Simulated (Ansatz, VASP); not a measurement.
AlRu in VASP and in Ansatz

POSCAR

```
AlRu
1.0
    2.9916000000      0.0000000000      0.0000000000
    0.0000000000      2.9916000000      0.0000000000
    0.0000000000      0.0000000000      2.9018520000
Al Ru
1 1
Direct
    0.0000000000      0.0000000000      0.0000000000
    0.5000000000      0.5000000000      0.5000000000
```

File INCAR.step1:

```
  PREC = Accurate
  ENCUT = 520
  ISMEAR = 0
  SIGMA = 0.15
  LREAL = F
  LASPH = T
  NELM = 80
  NBANDS = 16
  GGA = PE
  ALGO = Normal
  EDIFF = 1E-4
  LWAVE = T
  LCHARG = F
```

The input INCAR.step2:

```
  PREC = Accurate
  ENCUT = 520
  EDIFF = 1E-7
  ISMEAR = 0
  SIGMA = 0.15
  LREAL = F
  LASPH = T
  NELM = 80
  ALGO = Normal
  ISIF = 2
  LWAVE = F
  LCHARG = F
  METAGGA = R2SCAN
  LMIXTAU = T
  NBANDS = 16
  ISTART = 1
```

KPOINTS

```
Automatic mesh
0
Gamma
  16 16 16
```

Input for Ansatz:

```yaml
crystal:
  lattice:
    - [2.9916, 0.0, 0.0]
    - [0.0, 2.9916, 0.0]
    - [0.0, 0.0, 2.901852]
  atoms:
    - { symbol: Al, position: [0.0, 0.0, 0.0] }
    - { symbol: Ru, position: [0.5, 0.5, 0.5] }
basis:
  ecutwfc: 500
kpoints:
  mp_grid: { grid: [16, 16, 16] }
hamiltonian:
  xc: r2scan
scf:
  occupations: { method: gaussian, width: 0.15 }
output:
  forces: true
  stress: true
  eigenvalues: true
```

Change from the starting cell: strain -0.0300 x Voigt [0, 0, 1, 0, 0, 0], atoms carried along.

Alike in both runs: task single point; functional r2SCAN; k mesh 16 × 16 × 16; occupations gaussian, width 0.15 eV; no spin polarisation.

|  | VASP | Ansatz |
| --- | --- | --- |
| version | VASP 6.6.1 | Ansatz 0.2.0 |
| potentials or method | VASP PAW PBE potentials, release 64 (Al, Ru_pv), cutoff 520 eV | scalar-relativistic, plane waves, PAW |
| valence electrons in the cell | 17 | 19 |

```csv
,VASP,Ansatz,Ansatz less VASP
gap on the k mesh at the Fermi level (eV),none,none,-
pressure (GPa),5.3,5.1,-0.19
"traceless stress, the component that is largest in VASP (GPa)",4.19,4.18,-0.015
```

VASP's potentials were made for PBE, not for r2SCAN. A gap of «none» marks a metal or a gap that the smearing closes. With one functional, cell and mesh, what is left measures potentials, basis and numerics. VASP's potentials hold 17 valence electrons a cell and Ansatz's 19, so a difference there can come from the potentials and not from the codes.
